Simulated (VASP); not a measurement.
A run of VASP 6.6.1 is set up as follows.

INCAR

```
SYSTEM = Os
PREC = Accurate ; ENCUT = 600
EDIFF = 1E-6 ; ISMEAR = -1
SIGMA = 0.1 ; LREAL = .FALSE.
LASPH = .TRUE. ; NELM = 80
ALGO = Normal ; ISIF = 3
LWAVE = .FALSE. ; LCHARG = .FALSE.
GGA = PE ; IBRION = 2
NSW = 80 ; EDIFFG = -0.01
```

KPOINTS

```
regular mesh
0
G
  16 16 16
  0 0 0
```

Contents of POSCAR:

```
Os
1.0
    2.4900000000      0.0000000000      0.0000000000
    0.0000000000      2.4900000000      0.0000000000
    0.0000000000      0.0000000000      2.4900000000
Os
1
Direct
    0.0000000000      0.0000000000      0.0000000000
```

Potentials or basis: VASP PAW PBE potentials, release 64 (Os).

The run is started by

```console
$ cat potpaw_PBE.64/Os/POTCAR > POTCAR
$ mpirun -np 1 vasp_std > vasp.out
```

(1) Estimate the space group after relaxing (to 0.05 Å).

(2) Estimate the band gap on the k mesh.

(3) Predict the relaxed cell.

(4) Estimate the relaxed volume.

Answers

(1) Pm-3m (No. 221).

(2) zero (band 4 reaches 12.05 eV, above the bottom of band 5 at 6.05 eV).

(3) a = 2.557 Å, b = 2.557 Å, c = 2.557 Å, α = 90.00°, β = 90.00°, γ = 90.00°.

(4) 16.71 Å³/atom.

Caveat: spin-orbit coupling is left out, which moves the levels of the heavy elements.
